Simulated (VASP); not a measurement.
Input of a VASP 6.6.1 run:

File POSCAR:

```
CuCl
1.0
    0.0000000000      2.7100000000      2.7100000000
    2.7100000000      0.0000000000      2.7100000000
    2.7100000000      2.7100000000      0.0000000000
Cu Cl
1 1
Direct
    0.0000000000      0.0000000000      0.0000000000
    0.2500000000      0.2500000000      0.2500000000
```

The input INCAR.step1:

```
SYSTEM = CuCl
PREC = Accurate ; ENCUT = 500
EDIFF = 1E-8 ; ISMEAR = 0
SIGMA = 0.01 ; LREAL = .False.
LASPH = .True. ; NELM = 60
ALGO = Normal ; LWAVE = .True.
LCHARG = .False. ; GGA = PE
```

INCAR.step2

```
SYSTEM = CuCl
PREC = Accurate ; ENCUT = 500
EDIFF = 1E-8 ; ISMEAR = 0
SIGMA = 0.01 ; LREAL = .False.
LASPH = .True. ; NELM = 1
ALGO = Exact ; LWAVE = .True.
LCHARG = .False. ; GGA = PE
NBANDS = 397 ; LOPTICS = .True.
ISTART = 1
```

File INCAR.step3:

```
SYSTEM = CuCl
PREC = Accurate ; ENCUT = 500
EDIFF = 1E-8 ; ISMEAR = 0
SIGMA = 0.01 ; LREAL = .False.
LASPH = .True. ; ALGO = EVGW0
LWAVE = .False. ; LCHARG = .False.
GGA = PE ; NELMGW = 1
NBANDS = 397 ; ENCUTGW = 180.0
NOMEGA = 48 ; PRECFOCK = Fast
ISTART = 1 ; NBANDSGW = 17
```

The input KPOINTS:

```
regular mesh
0
Gamma
  2 2 2
  0 0 0
```

Potentials or basis: VASP PAW PBE potentials, release 64 (Cu_GW, Cl_GW).

The run is started by

```bash
$ cat potpaw_PBE.64/Cu_GW/POTCAR potpaw_PBE.64/Cl_GW/POTCAR > POTCAR
$ cp INCAR.step1 INCAR
$ mpirun -np 1 vasp_std > vasp.out
$ cp INCAR.step2 INCAR
$ mpirun -np 1 vasp_std > vasp.out
$ cp INCAR.step3 INCAR
$ mpirun -np 1 vasp_std > vasp.out
```

(1) Estimate the quasiparticle gap.

(2) What does it give for the least direct quasiparticle gap?

(3) Estimate the band gap on the k mesh, mean-field level.

Results:

(1) 1.21 eV.

(2) 1.21 eV.

(3) 0.62 eV, direct.

Caveat: the k points lie up to 1.00 Å⁻¹ apart; bands, screening cutoff and mesh are small and nothing is extrapolated, so the quasiparticle values aren't converged.
